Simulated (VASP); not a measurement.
# CaO (Fm-3m) in VASP: further runs

The runs below take CaO through single point, with LDA.

Everything below comes from runs of VASP 6.6.1. Logs are shortened: lines on timing, memory, paths and dates and some standing lists are left out, and cuts for length are marked.

## (1) The cell of the first run

Symmetry: Fm-3m, No. 225, cubic system. The conventional cell has a = 4.898 Å, b = 4.898 Å, c = 4.898 Å, α = 90.00°, β = 90.00°, γ = 90.00°. Within 3.2 Å of Ca (site symmetry m-3m) lie 6 O at 2.45 Å. Within 3.2 Å of O (site symmetry m-3m) lie 6 Ca at 2.45 Å.

## (2) Single point, LDA

File INCAR:

```
SYSTEM = CaO
ALGO = Normal ; EDIFF = 1E-7
ENCUT = 520 ; GGA = CA
ISIF = 2 ; ISMEAR = 0
LASPH = .True. ; LCHARG = .True.
LELF = .True. ; LREAL = .False.
LVHAR = .True. ; LWAVE = .False.
NBANDS = 15 ; NELM = 100
PREC = Accurate ; SIGMA = 0.05
```

File KPOINTS:

```
k-points
0
Gamma
  8 8 8
  0 0 0
```

File POSCAR:

```
CaO
1.0
    0.0000000000      2.4490000000      2.4490000000
    2.4490000000      0.0000000000      2.4490000000
    2.4490000000      2.4490000000      0.0000000000
Ca O
1 1
Direct
    0.0000000000      0.0000000000      0.0000000000
    0.5000000000      0.5000000000      0.5000000000
```

Potentials or basis: VASP PAW LDA potentials, release 64 (Ca_sv, O).

On the command line:

```
$ cat potpaw_LDA.64/Ca_sv/POTCAR potpaw_LDA.64/O/POTCAR > POTCAR
$ mpirun -np 1 vasp_std > vasp.out
```

OUTCAR:

```text
SYSTEM = CaO
   EDIFF = 1E-7
   ENCUT = 520
   GGA = CA
   ISIF = 2
   ISMEAR = 0
   LASPH = .True.
   LREAL = .False.
   NELM = 100
   PREC = Accurate

 ion  position               nearest neighbor table
   1  0.000  0.000  0.000-   2 2.45   2 2.45   2 2.45   2 2.45   2 2.45   2 2.45
   2  0.500  0.500  0.500-   1 2.45   1 2.45   1 2.45   1 2.45   1 2.45   1 2.45

  LATTYP: Found a face centered cubic cell.
 ALAT       =     4.8980000000

  Lattice vectors:

 A1 = (   0.0000000000,   2.4490000000,   2.4490000000)
 A2 = (   2.4490000000,   0.0000000000,   2.4490000000)
 A3 = (   2.4490000000,   2.4490000000,   0.0000000000)

Analysis of symmetry for initial positions (statically):
=====================================================================
 Subroutine PRICEL returns:
 Original cell was already a primitive cell.

 Routine SETGRP: Setting up the symmetry group for a
 face centered cubic supercell.

 Subroutine GETGRP returns: Found 48 space group operations
 (whereof 48 operations were pure point group operations)
 out of a pool of 48 trial point group operations.

The static configuration has the point symmetry O_h .

Analysis of symmetry for dynamics (positions and initial velocities):
=====================================================================
 Subroutine PRICEL returns:
 Original cell was already a primitive cell.

 Routine SETGRP: Setting up the symmetry group for a
 face centered cubic supercell.

 Subroutine GETGRP returns: Found 48 space group operations
 (whereof 48 operations were pure point group operations)
 out of a pool of 48 trial point group operations.

The dynamic configuration has the point symmetry O_h .

 Subroutine INISYM returns: Found 48 space group operations
 (whereof 48 operations are pure point group operations),
 and found     1 'primitive' translations

----------------------------------------------------------------------------------------

                                     Primitive cell

  volume of cell :      29.3762

  direct lattice vectors                    reciprocal lattice vectors
     0.000000000  2.449000000  2.449000000    -0.204164965  0.204164965  0.204164965
     2.449000000  0.000000000  2.449000000     0.204164965 -0.204164965  0.204164965
     2.449000000  2.449000000  0.000000000     0.204164965  0.204164965 -0.204164965

  length of vectors
     3.463409014  3.463409014  3.463409014     0.353624093  0.353624093  0.353624093

  position of ions in fractional coordinates (direct lattice)
     0.000000000  0.000000000  0.000000000
     0.500000000  0.500000000  0.500000000

  ion indices of the primitive-cell ions
   primitive index   ion index
                 1           1
                 2           2

----------------------------------------------------------------------------------------

 KPOINTS: k-points

Automatic generation of k-mesh.
 Grid dimensions read from file:
 generate k-points for:    8    8    8

 Generating k-lattice:

  Cartesian coordinates                     Fractional coordinates (reciprocal lattice)
    -0.025520621  0.025520621  0.025520621     0.125000000  0.000000000  0.000000000
     0.025520621 -0.025520621  0.025520621     0.000000000  0.125000000  0.000000000
     0.025520621  0.025520621 -0.025520621     0.000000000  0.000000000  0.125000000

  Length of vectors
     0.044203012  0.044203012  0.044203012

  Shift w.r.t. Gamma in fractional coordinates (k-lattice)
     0.000000000  0.000000000  0.000000000

 Subroutine IBZKPT returns following result:
 ===========================================

 Found     29 irreducible k-points:

 Following reciprocal coordinates:
            Coordinates               Weight
  0.000000  0.000000  0.000000      1.000000
  0.125000  0.000000  0.000000      8.000000
  0.250000  0.000000  0.000000      8.000000
  0.375000  0.000000  0.000000      8.000000
  0.500000  0.000000  0.000000      4.000000
  0.125000  0.125000  0.000000      6.000000
[... 16 lines left out ...]
  0.500000  0.250000  0.125000     48.000000
 -0.375000  0.250000  0.125000     24.000000
 [... further k-points ...]
   k-points           NKPTS =     29   k-points in BZ     NKDIM =     29   number of bands    NBANDS=     15
   number of dos      NEDOS =    301   number of ions     NIONS =      2
   total plane-waves  NPLWV =  21952
   dimension x,y,z NGX =    28 NGY =   28 NGZ =   28
   dimension x,y,z NGXF=    56 NGYF=   56 NGZF=   56
   ions per type =               1   1
   NGX,Y,Z   is equivalent  to a cutoff of  13.44, 13.44, 13.44 a.u.
   NGXF,Y,Z  is equivalent  to a cutoff of  26.88, 26.88, 26.88 a.u.
 SYSTEM =  CaO
   PREC   = accura    normal or accurate (medium, high low for compatibility)
   ISTART =      0    job   : 0-new  1-cont  2-samecut
   ICHARG =      2    charge: 1-file 2-atom 10-const
   ISPIN  =      1    spin polarized calculation?
   LNONCOLLINEAR =      F non collinear calculations
   LSORBIT =      F    spin-orbit coupling
   LASPH  =      T    aspherical Exc in radial PAW
   ENCUT  =  520.0 eV  38.22 Ry    6.18 a.u.   6.44  6.44  6.44*2*pi/ulx,y,z
   NELM   =    100;   NELMIN=  2; NELMDL= -5     # of ELM steps
   EDIFF  = 0.1E-06   stopping-criterion for ELM
   LREAL  =      F    real-space projection
   EDIFFG = 0.1E-05   stopping-criterion for IOM
   NSW    =      0    number of steps for IOM
   IBRION =     -1    ionic relax: 0-MD 1-quasi-New 2-CG
   NFREE  =      0    steps in history (QN), initial steepest desc. (CG)
   ISIF   =      2    stress and relaxation
   ISYM   =      2    0-nonsym 1-usesym 2-fastsym
   POTIM  = 0.5000    time-step for ionic-motion
   TEBEG  =    0.0;   TEEND  =   0.0 temperature during run
   PSTRESS=    0.0 pullay stress
   NELECT =      16.0000    total number of electrons
   NUPDOWN=      -1.0000    fix difference up-down
   EMIN   =  10.00;   EMAX   =-10.00  energy-range for DOS
   EFERMI =   0.00;   METHOD = LEGACY
   ISMEAR =     0;   SIGMA  =   0.05  broadening in eV -4-tet -1-fermi 0-gaus
   EFERMI_NEDOS =   21; number of points for ismear=-14 and -15
   IALGO  =     38    algorithm
   IMIX   =      4    mixing-type and parameters
     AMIX     =   0.40;   BMIX     =  1.00
     AMIX_MAG =   1.60;   BMIX_MAG =  1.00
  volume/ion in A,a.u.               =      14.69        99.12
  Fermi-wavevector in a.u.,A,eV,Ry     =   1.336953  2.526474 24.319632  1.787443
  Thomas-Fermi vector in A             =   2.465539
   LORBIT       =      0    0 simple, 1 ext, 2 COOP (PROOUT), +10 PAW based schemes
   GGA     = CA    functional components
   LHFCALC =     F    Hartree Fock is set to
   AEXX    =    0.0000 exact exchange contribution
   IVDW    =     0    specifies the selected vdW correction
   LEPSILON=     F    determine dielectric tensor
   LRPA    =     F    only Hartree local field effects (RPA)
 non-spin polarized calculation
 Gauss-broadening in eV      SIGMA  =   0.05
  energy-cutoff  :      520.00
  volume of cell :       29.38
 maximum number of plane-waves:       817
 NGX is ok and might be reduce to    28

 number of electron      16.0000005 magnetization

 Free energy of the ion-electron system (eV)
  ---------------------------------------------------
  ext. energy  EPLUGINS =         0.00000000
  ---------------------------------------------------
  free energy    TOTEN  =       -14.10469143 eV

  energy without entropy =      -14.10469143  energy(sigma->0) =      -14.10469143

 E-fermi :   1.9154     XC(G=0): -10.7545

 val. band max:        1.6970031970   @ k =   0.0000   0.0000   0.0000
 cond. band min:       5.1756183663   @ k =   0.5000   0.5000   0.0000
 fundamental gap:      3.4786151693
 Fermi energy:         1.9154088571

 k-point     1 :       0.0000    0.0000    0.0000
  band No.  band energies     occupation
      1     -35.5936      2.00000
      2     -16.6799      2.00000
      3     -16.6799      2.00000
      4     -16.6799      2.00000
      5     -13.4017      2.00000
      6       1.6970      2.00000
      7       1.6970      2.00000
      8       1.6970      2.00000
      9       5.8199      0.00000
     10       7.6694      0.00000
     11       7.6694      0.00000
     12       7.6694      0.00000
     13       9.1299      0.00000
     14       9.1299      0.00000
     15      16.1754      0.00000

 k-point     2 :       0.1250    0.0000    0.0000
  band No.  band energies     occupation
      1     -35.5810      2.00000
      2     -16.8473      2.00000
      3     -16.6873      2.00000
      4     -16.6873      2.00000
      5     -13.2214      2.00000
      6       1.1611      2.00000
      7       1.5012      2.00000
      8       1.5012      2.00000
      9       6.4996      0.00000
     10       7.6229      0.00000
     11       7.9218      0.00000
     12       7.9218      0.00000
     13       9.4712      0.00000
     14       9.4712      0.00000
     15      16.7278      0.00000

 k-point     3 :       0.2500    0.0000    0.0000
  band No.  band energies     occupation
      1     -35.5505      2.00000
      2     -17.1970      2.00000
      3     -16.7049      2.00000
      4     -16.7049      2.00000
      5     -12.8367      2.00000
      6       0.1838      2.00000
      7       1.0806      2.00000
      8       1.0806      2.00000
      9       7.6339      0.00000
     10       7.9588      0.00000
     11       8.5836      0.00000
     12       8.5836      0.00000
     13      10.2960      0.00000
     14      10.2960      0.00000
     15      16.9340      0.00000
[... 343 lines left out ...]
 k-point    23 :       0.5000    0.2500    0.1250
  band No.  band energies     occupation
      1     -35.5038      2.00000
      2     -17.3657      2.00000
      3     -16.8765      2.00000
      4     -16.7690      2.00000
      5     -12.6534      2.00000
      6      -0.2628      2.00000
      7       0.6835      2.00000
      8       0.8745      2.00000
      9       7.3070      0.00000
     10       8.7539      0.00000
     11       9.8024      0.00000
     12       9.8533      0.00000
     13      11.1753      0.00000
     14      12.2086      0.00000
     15      15.5887      0.00000

 k-point    24 :      -0.3750    0.2500    0.1250
  band No.  band energies     occupation
      1     -35.4937      2.00000
      2     -17.4199      2.00000
      3     -16.8903      2.00000
      4     -16.7906      2.00000
      5     -12.6013      2.00000
      6      -0.3174      2.00000
      7       0.6015      2.00000
      8       0.6970      2.00000
      9       8.1226      0.00000
     10       8.1853      0.00000
     11      10.0909      0.00000
     12      10.1824      0.00000
     13      11.4636      0.00000
     14      12.9851      0.00000
     15      14.6181      0.00000

 [... further k-points ...]
[... 5 lines left out ...]
  --------------------------------------------------------------------------------------
  -------------------------------------------------------------------------------------
  Total       -2.0545534     -2.0545534     -2.0545534      0.0000000      0.0000000     -0.0000000
  in kB     -112.0551078   -112.0551078   -112.0551078      0.0000000      0.0000000     -0.0000000
  external PRESSURE =    -112.0551078 kB  Pullay stress =       0.0000000 kB

 VOLUME and BASIS-vectors are now :
 -----------------------------------------------------------------------------
  energy-cutoff  :      520.00
  volume of cell :       29.38
      direct lattice vectors                 reciprocal lattice vectors
     0.000000000  2.449000000  2.449000000    -0.204164965  0.204164965  0.204164965
     2.449000000  0.000000000  2.449000000     0.204164965 -0.204164965  0.204164965
     2.449000000  2.449000000  0.000000000     0.204164965  0.204164965 -0.204164965

 POSITION                                       TOTAL-FORCE (eV/Angst)
 -----------------------------------------------------------------------------------
      0.00000      0.00000      0.00000         0.000000      0.000000      0.000000
      2.44900      2.44900      2.44900        -0.000000     -0.000000     -0.000000
 -----------------------------------------------------------------------------------
    total drift:                                0.000000      0.000000      0.000000

  FREE ENERGIE OF THE ION-ELECTRON SYSTEM (eV)
  ---------------------------------------------------
  free  energy   TOTEN  =       -14.1046914336 eV

  energy  without entropy=      -14.1046914336  energy(sigma->0) =      -14.10469143
```

It took 8.6 s on 1 thread of Intel Xeon 6975P-C (Granite Rapids), shared host; peak memory 0.14 GiB.

Results:

- Free energy: -14.1047 eV
- Pressure: -11.2 GPa
- Band gap on the k mesh: 3.48 eV, indirect (least direct gap 3.86 eV)

A k mesh can miss the band edges. A hybrid or GW would open this gap; LDA tends to underestimate it.

## (3) Single point, LDA

This run uses another cell than the first one: it holds 8 atoms, not 2.

File INCAR:

```
SYSTEM = CaO
  PREC = Accurate
  ENCUT = 520
  EDIFF = 1E-7
  ISMEAR = 0
  SIGMA = 0.05
  LREAL = .False.
  LASPH = .True.
  NELM = 60
  ALGO = Normal
  ISIF = 2
  LWAVE = .False.
  LCHARG = .True.
  LELF = .True.
  LVHAR = .True.
  NBANDS = 42
```

File KPOINTS:

```
Automatic mesh
0
Gamma
  6 6 6
  0 0 0
```

File POSCAR:

```
CaO
1.0
    4.8980000000      0.0000000000      0.0000000000
    0.0000000000     -4.8980000000      0.0000000000
    0.0000000000      0.0000000000     -4.8980000000
Ca O
4 4
Direct
    0.0000000000      0.5000000000      0.5000000000
    0.5000000000      0.0000000000      0.5000000000
    0.5000000000      0.5000000000      0.0000000000
    0.0000000000      0.0000000000      0.0000000000
    0.5000000000      0.0000000000      0.0000000000
    0.0000000000      0.5000000000      0.0000000000
    0.0000000000      0.0000000000      0.5000000000
    0.5000000000      0.5000000000      0.5000000000
```

Potentials or basis: VASP PAW LDA potentials, release 64 (Ca_sv, O).

On the command line:

```
$ cat potpaw_LDA.64/Ca_sv/POTCAR potpaw_LDA.64/O/POTCAR > POTCAR
$ mpirun -np 1 vasp_std > vasp.out
```

Wall time 77 s (1 thread of Intel Xeon Platinum 8488C (Sapphire Rapids), shared host); peak memory 0.21 GiB.

It converged, with:

- Free energy: -56.4188 eV
- Pressure: -11.2 GPa
- Band gap on the k mesh: 3.48 eV

Levels at points of the mesh, in eV from the valence-band top:
```tsv
k point	band 29	band 30	band 31	band 32	band 33	band 34	band 35	band 36
(0.00, 0.00, 0.00)	-0.39	0.00	0.00	0.00	3.48	3.48	3.48	4.12
(0.50, 0.00, 0.00)	-0.30	-0.30	-0.30	-0.30	4.50	4.50	6.03	6.03
(0.50, 0.50, 0.00)	-0.84	-0.84	-0.84	-0.84	6.19	6.19	6.19	6.19
(0.50, 0.50, 0.50)	-1.12	-1.12	-1.12	-1.12	6.70	6.70	6.70	6.70
```
